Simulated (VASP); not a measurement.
# ScAl2As3 (R-3m) in VASP: single point with PBE

Aim: the single point of ScAl2As3 with PBE.

All numbers are computed with VASP 6.6.1; they aren't measurements. Logs are shortened: lines on timing, memory, paths and dates and some standing lists are left out, and cuts for length are marked.

### 1 The cell of the first run

Symmetry: R-3m, No. 166, trigonal system. Conventional cell: a = 5.763 Å, b = 5.763 Å, c = 12.709 Å, α = 90.00°, β = 90.00°, γ = 120.00°. Sc (site symmetry -3m) has 6 As at 2.69 Å and 6 Al at 3.36 Å within 3.6 Å. Within 4.1 Å of Al (site symmetry 3m) lie 9 As at 3.10 to 3.31 Å and 4 Al at 3.25 to 3.47 Å and 3 Sc at 3.36 Å. As (site symmetry 2/m) has 2 Sc at 2.69 Å and 4 As at 2.88 Å and 6 Al at 3.10 to 3.31 Å within 3.6 Å.

### 2 Single point, PBE

The input, INCAR:

```
SYSTEM = ScAl2As3
PREC     = Accurate       ! precision mode
ENCUT    = 520            ! plane-wave cutoff, eV
EDIFF    = 1E-6           ! SCF threshold, eV
ISMEAR   = 0              ! smearing method
SIGMA    = 0.1            ! smearing width, eV
LREAL    = .False.        ! projectors in reciprocal space
LASPH    = .True.         ! aspherical terms in the spheres
NELM     = 60             ! most SCF steps
ALGO     = Normal         ! electronic algorithm
ISIF     = 2              ! what is computed and relaxed
LWAVE    = .False.        ! write WAVECAR
LCHARG   = .True.         ! write CHGCAR
GGA      = PE             ! functional
LELF     = .True.         ! ELF
LVHAR    = .True.       
NBANDS   = 25             ! bands
```

The input, KPOINTS:

```
Automatic mesh
0
Gamma
  6 6 6
  0 0 0
```

The input, POSCAR:

```
ScAl2As3
1.0
    2.8814050800      1.6635800000      4.2362981400
   -2.8814050800      1.6635800000      4.2362981400
    0.0000000000     -3.3271600000      4.2362981400
Sc Al As
1 2 3
Direct
    0.5000000000      0.5000000000      0.5000000000
    0.8720504600      0.8720504600      0.8720504600
    0.1279495400      0.1279495400      0.1279495400
    0.5000000000      0.5000000000      0.0000000000
    0.0000000000      0.5000000000      0.5000000000
    0.5000000000      0.0000000000      0.5000000000
```

Potentials or basis: VASP PAW PBE potentials, release 64 (Sc_sv, Al, As).

Started as:

```sh
cat potpaw_PBE.64/Sc_sv/POTCAR potpaw_PBE.64/Al/POTCAR potpaw_PBE.64/As/POTCAR > POTCAR
mpirun -np 1 vasp_std > vasp.out
```

OUTCAR:

```text
SYSTEM = ScAl2As3
   PREC = Accurate
   ENCUT = 520
   EDIFF = 1E-6
   ISMEAR = 0
   LREAL = .False.
   LASPH = .True.
   NELM = 60
   ISIF = 2
   GGA = PE

 ion  position               nearest neighbor table
   1  0.500  0.500  0.500-   5 2.69   6 2.69   6 2.69   5 2.69   4 2.69   4 2.69   2 3.36   3 3.36
                             2 3.36   3 3.36   2 3.36   3 3.36
   2  0.872  0.872  0.872-   5 3.10   6 3.10   4 3.10   3 3.25   1 3.36   1 3.36   1 3.36
   3  0.128  0.128  0.128-   5 3.10   6 3.10   4 3.10   2 3.25   1 3.36   1 3.36   1 3.36
   4  0.500  0.500  0.000-   1 2.69   1 2.69   5 2.88   6 2.88   6 2.88   5 2.88   3 3.10   2 3.10

   5  0.000  0.500  0.500-   1 2.69   1 2.69   6 2.88   6 2.88   4 2.88   4 2.88   3 3.10   2 3.10

   6  0.500  0.000  0.500-   1 2.69   1 2.69   5 2.88   5 2.88   4 2.88   4 2.88   3 3.10   2 3.10

  LATTYP: Found a trigonal (rhomboedric) cell.
 ALAT       =     5.3866701758
 COS(alpha) =     0.4277341088

  Lattice vectors:

 A1 = (   2.8814050800,   1.6635800000,   4.2362981400)
 A2 = (  -2.8814050800,   1.6635800000,   4.2362981400)
 A3 = (   0.0000000000,  -3.3271600000,   4.2362981400)

Analysis of symmetry for initial positions (statically):
=====================================================================
 Subroutine PRICEL returns:
 Original cell was already a primitive cell.

 Routine SETGRP: Setting up the symmetry group for a
 trigonal (rhombohedral) supercell.

 Subroutine GETGRP returns: Found 12 space group operations
 (whereof 12 operations were pure point group operations)
 out of a pool of 12 trial point group operations.

The static configuration has the point symmetry D_3d.

Analysis of symmetry for dynamics (positions and initial velocities):
=====================================================================
 Subroutine PRICEL returns:
 Original cell was already a primitive cell.

 Routine SETGRP: Setting up the symmetry group for a
 trigonal (rhombohedral) supercell.

 Subroutine GETGRP returns: Found 12 space group operations
 (whereof 12 operations were pure point group operations)
 out of a pool of 12 trial point group operations.

The dynamic configuration has the point symmetry D_3d.

 Subroutine INISYM returns: Found 12 space group operations
 (whereof 12 operations are pure point group operations),
 and found     1 'primitive' translations

----------------------------------------------------------------------------------------

                                     Primitive cell

  volume of cell :     121.8388

  direct lattice vectors                    reciprocal lattice vectors
     2.881405080  1.663580000  4.236298140     0.173526452  0.100185544  0.078685051
    -2.881405080  1.663580000  4.236298140    -0.173526452  0.100185544  0.078685051
     0.000000000 -3.327160000  4.236298140     0.000000000 -0.200371087  0.078685051

  length of vectors
     5.386670176  5.386670176  5.386670177     0.215267066  0.215267066  0.215267066

  position of ions in fractional coordinates (direct lattice)
     0.500000000  0.500000000  0.500000000
     0.872050460  0.872050460  0.872050460
     0.127949540  0.127949540  0.127949540
     0.500000000  0.500000000  0.000000000
     0.000000000  0.500000000  0.500000000
     0.500000000  0.000000000  0.500000000

  ion indices of the primitive-cell ions
   primitive index   ion index
                 1           1
                 2           2
                 3           3
                 4           4
                 5           5
                 6           6

----------------------------------------------------------------------------------------

 KPOINTS: Automatic mesh

Automatic generation of k-mesh.
 Grid dimensions read from file:
 generate k-points for:    6    6    6

 Generating k-lattice:

  Cartesian coordinates                     Fractional coordinates (reciprocal lattice)
     0.028921075  0.016697591  0.013114175     0.166666667  0.000000000  0.000000000
    -0.028921075  0.016697591  0.013114175     0.000000000  0.166666667  0.000000000
     0.000000000 -0.033395181  0.013114175     0.000000000  0.000000000  0.166666667

  Length of vectors
     0.035877844  0.035877844  0.035877844

  Shift w.r.t. Gamma in fractional coordinates (k-lattice)
     0.000000000  0.000000000  0.000000000

 Subroutine IBZKPT returns following result:
 ===========================================

 Found     32 irreducible k-points:

 Following reciprocal coordinates:
            Coordinates               Weight
  0.000000  0.000000  0.000000      1.000000
  0.166667  0.000000 -0.000000      6.000000
  0.333333  0.000000 -0.000000      6.000000
  0.500000  0.000000  0.000000      3.000000
  0.166667  0.166667 -0.000000      6.000000
  0.333333  0.166667  0.000000     12.000000
[... 16 lines left out ...]
  0.500000  0.500000  0.166667      6.000000
 -0.333333  0.500000  0.166667     12.000000
 [... further k-points ...]
   k-points           NKPTS =     32   k-points in BZ     NKDIM =     32   number of bands    NBANDS=     25
   number of dos      NEDOS =    301   number of ions     NIONS =      6
   total plane-waves  NPLWV =  64000
   dimension x,y,z NGX =    40 NGY =   40 NGZ =   40
   dimension x,y,z NGXF=    80 NGYF=   80 NGZF=   80
   ions per type =               1   2   3
   NGX,Y,Z   is equivalent  to a cutoff of  12.34, 12.34, 12.34 a.u.
   NGXF,Y,Z  is equivalent  to a cutoff of  24.69, 24.69, 24.69 a.u.
 SYSTEM =  ScAl2As3
   PREC   = accura    normal or accurate (medium, high low for compatibility)
   ISTART =      0    job   : 0-new  1-cont  2-samecut
   ICHARG =      2    charge: 1-file 2-atom 10-const
   ISPIN  =      1    spin polarized calculation?
   LNONCOLLINEAR =      F non collinear calculations
   LSORBIT =      F    spin-orbit coupling
   LASPH  =      T    aspherical Exc in radial PAW
   ENCUT  =  520.0 eV  38.22 Ry    6.18 a.u.  10.02 10.02 10.02*2*pi/ulx,y,z
   NELM   =     60;   NELMIN=  2; NELMDL= -5     # of ELM steps
   EDIFF  = 0.1E-05   stopping-criterion for ELM
   LREAL  =      F    real-space projection
   EDIFFG = 0.1E-04   stopping-criterion for IOM
   NSW    =      0    number of steps for IOM
   IBRION =     -1    ionic relax: 0-MD 1-quasi-New 2-CG
   NFREE  =      0    steps in history (QN), initial steepest desc. (CG)
   ISIF   =      2    stress and relaxation
   ISYM   =      2    0-nonsym 1-usesym 2-fastsym
   POTIM  = 0.5000    time-step for ionic-motion
   TEBEG  =    0.0;   TEEND  =   0.0 temperature during run
   PSTRESS=    0.0 pullay stress
   NELECT =      32.0000    total number of electrons
   NUPDOWN=      -1.0000    fix difference up-down
   EMIN   =  10.00;   EMAX   =-10.00  energy-range for DOS
   EFERMI =   0.00;   METHOD = LEGACY
   ISMEAR =     0;   SIGMA  =   0.10  broadening in eV -4-tet -1-fermi 0-gaus
   EFERMI_NEDOS =   21; number of points for ismear=-14 and -15
   IALGO  =     38    algorithm
   IMIX   =      4    mixing-type and parameters
     AMIX     =   0.40;   BMIX     =  1.00
     AMIX_MAG =   1.60;   BMIX_MAG =  1.00
  volume/ion in A,a.u.               =      20.31       137.03
  Fermi-wavevector in a.u.,A,eV,Ry     =   1.048406  1.981200 14.954918  1.099155
  Thomas-Fermi vector in A             =   2.183326
   LORBIT       =      0    0 simple, 1 ext, 2 COOP (PROOUT), +10 PAW based schemes
   GGA     = PE    functional components
   LHFCALC =     F    Hartree Fock is set to
   AEXX    =    0.0000 exact exchange contribution
   IVDW    =     0    specifies the selected vdW correction
   LEPSILON=     F    determine dielectric tensor
   LRPA    =     F    only Hartree local field effects (RPA)
 non-spin polarized calculation
 Gauss-broadening in eV      SIGMA  =   0.10
  energy-cutoff  :      520.00
  volume of cell :      121.84
 maximum number of plane-waves:      3316
   NGX = 21   NGY = 21   NGZ = 21

 number of electron      31.9999997 magnetization

 Free energy of the ion-electron system (eV)
  ---------------------------------------------------
  ext. energy  EPLUGINS =         0.00000000
  ---------------------------------------------------
  free energy    TOTEN  =       -28.29424059 eV

  energy without entropy =      -28.27914211  energy(sigma->0) =      -28.28669135

 E-fermi :   5.8245     XC(G=0): -10.1121

 val. band max:        5.8162983598   @ k =   0.5000   0.3333   0.0000
 cond. band min:       5.8317118261   @ k =   0.5000   0.5000   0.1667
 fundamental gap:      0.0154134663
 Fermi energy:         5.8244712570

 k-point     1 :       0.0000    0.0000    0.0000
  band No.  band energies     occupation
      1     -43.6398      2.00000
      2     -22.3545      2.00000
      3     -22.3285      2.00000
      4     -22.3285      2.00000
      5      -7.6354      2.00000
      6      -3.8156      2.00000
[... 17 lines left out ...]
     24       9.0739      0.00000
     25       9.3161      0.00000

 k-point     2 :       0.1667    0.0000   -0.0000
  band No.  band energies     occupation
      1     -43.6398      2.00000
      2     -22.3548      2.00000
      3     -22.3288      2.00000
      4     -22.3284      2.00000
      5      -7.4837      2.00000
      6      -4.2568      2.00000
[... 17 lines left out ...]
     24       9.2628      0.00000
     25       9.2740      0.00000

 k-point     3 :       0.3333    0.0000   -0.0000
  band No.  band energies     occupation
      1     -43.6398      2.00000
      2     -22.3556      2.00000
      3     -22.3294      2.00000
      4     -22.3284      2.00000
      5      -7.0668      2.00000
      6      -5.1097      2.00000
[... 17 lines left out ...]
     24       9.2103      0.00000
     25       9.4448      0.00000

 k-point     4 :       0.5000    0.0000    0.0000
  band No.  band energies     occupation
      1     -43.6398      2.00000
      2     -22.3559      2.00000
      3     -22.3297      2.00000
      4     -22.3283      2.00000
      5      -6.6906      2.00000
      6      -5.6630      2.00000
[... 17 lines left out ...]
     24       9.1059      0.00000
     25       9.3643      0.00000

 k-point     5 :       0.1667    0.1667   -0.0000
  band No.  band energies     occupation
      1     -43.6398      2.00000
      2     -22.3552      2.00000
      3     -22.3287      2.00000
      4     -22.3286      2.00000
      5      -7.4404      2.00000
      6      -4.2292      2.00000
[... 17 lines left out ...]
     24       9.4401      0.00000
     25       9.5492      0.00000

 k-point     6 :       0.3333    0.1667    0.0000
  band No.  band energies     occupation
      1     -43.6398      2.00000
      2     -22.3560      2.00000
      3     -22.3292      2.00000
      4     -22.3285      2.00000
      5      -7.1167      2.00000
      6      -4.8401      2.00000
[... 17 lines left out ...]
     24       9.4376      0.00000
     25       9.7083      0.00000
[... 393 lines left out ...]
 k-point    21 :      -0.3333    0.3333    0.1667
  band No.  band energies     occupation
      1     -43.6399      2.00000
      2     -22.3570      2.00000
      3     -22.3295      2.00000
      4     -22.3289      2.00000
      5      -6.4439      2.00000
      6      -5.6536      2.00000
[... 17 lines left out ...]
     24       9.2871      0.00000
     25       9.8780      0.00000

 k-point    22 :      -0.1667    0.3333    0.1667
  band No.  band energies     occupation
      1     -43.6398      2.00000
      2     -22.3563      2.00000
      3     -22.3293      2.00000
      4     -22.3288      2.00000
      5      -6.6840      2.00000
      6      -5.4879      2.00000
[... 17 lines left out ...]
     24       9.0275      0.00000
     25       9.4640      0.00000

 k-point    23 :       0.5000    0.5000    0.1667
  band No.  band energies     occupation
      1     -43.6399      2.00000
      2     -22.3579      2.00000
      3     -22.3293      2.00000
      4     -22.3290      2.00000
      5      -6.6683      2.00000
      6      -5.1482      2.00000
[... 17 lines left out ...]
     24       9.2514      0.00000
     25       9.5217      0.00000

 k-point    24 :      -0.3333    0.5000    0.1667
  band No.  band energies     occupation
      1     -43.6399      2.00000
      2     -22.3574      2.00000
      3     -22.3294      2.00000
      4     -22.3291      2.00000
      5      -6.3413      2.00000
      6      -5.6773      2.00000
[... 17 lines left out ...]
     24       9.1628      0.00000
     25       9.7570      0.00000

 [... further k-points ...]
[... 5 lines left out ...]
  --------------------------------------------------------------------------------------
  -------------------------------------------------------------------------------------
  Total       -0.1374433     -0.1374433     -1.7216332      0.0000000      0.0000000      0.0000000
  in kB       -1.8073750     -1.8073750    -22.6394275      0.0000000      0.0000000      0.0000000
  external PRESSURE =      -8.7513925 kB  Pullay stress =       0.0000000 kB

 VOLUME and BASIS-vectors are now :
 -----------------------------------------------------------------------------
  energy-cutoff  :      520.00
  volume of cell :      121.84
      direct lattice vectors                 reciprocal lattice vectors
     2.881405080  1.663580000  4.236298140     0.173526452  0.100185544  0.078685051
    -2.881405080  1.663580000  4.236298140    -0.173526452  0.100185544  0.078685051
     0.000000000 -3.327160000  4.236298140     0.000000000 -0.200371087  0.078685051

 POSITION                                       TOTAL-FORCE (eV/Angst)
 -----------------------------------------------------------------------------------
      0.00000      0.00000      6.35445         0.000000      0.000000     -0.000000
      0.00000      0.00000     11.08280         0.000000      0.000000     -0.033344
      0.00000      0.00000      1.62610         0.000000     -0.000000      0.033344
      0.00000      1.66358      4.23630         0.000000      0.000000      0.000000
     -1.44070     -0.83179      4.23630        -0.000000      0.000000     -0.000000
      1.44070     -0.83179      4.23630        -0.000000      0.000000      0.000000
 -----------------------------------------------------------------------------------
    total drift:                               -0.000000      0.000000     -0.000000

  FREE ENERGIE OF THE ION-ELECTRON SYSTEM (eV)
  ---------------------------------------------------
  free  energy   TOTEN  =       -28.2942405855 eV

  energy  without entropy=      -28.2791421087  energy(sigma->0) =      -28.28669135
```

Wall time 73 s (1 thread of Intel Xeon 6975P-C (Granite Rapids), shared host); peak memory 0.28 GiB.

Results:

```yaml
Free_energy: -28.2942 eV
Pressure: -0.9 GPa
Largest_force: 0.033 eV/Å
Band_gap_on_the_k_mesh: zero (band 16 reaches 7.19 eV, above the bottom of band 17 at 4.70 eV)
```

Forces in eV/Å, atoms in the order of the input:
```
Sc   0.000  0.000  0.000
Al   0.000  0.000 -0.033
Al   0.000  0.000  0.033
As   0.000  0.000  0.000
As   0.000  0.000  0.000
As   0.000  0.000  0.000
```

Levels at points of the mesh, in eV from the Fermi level:
```tsv
k point	band 12	band 13	band 14	band 15	band 16	band 17	band 18	band 19	band 20	band 21
(0.00, 0.00, 0.00)	-3.57	-1.82	-1.82	-1.15	-1.15	-1.13	-0.63	2.43	2.45	2.45
(0.50, 0.00, 0.00)	-3.09	-2.42	-2.27	-2.24	-1.30	0.66	1.01	2.05	2.28	2.30
(0.50, 0.50, 0.00)	-2.34	-2.16	-1.53	-1.17	0.44	0.71	0.93	1.55	1.94	1.96
(0.50, 0.50, 0.50)	-3.79	-2.54	-2.54	0.74	1.36	1.92	1.92	2.21	2.21	2.70
```
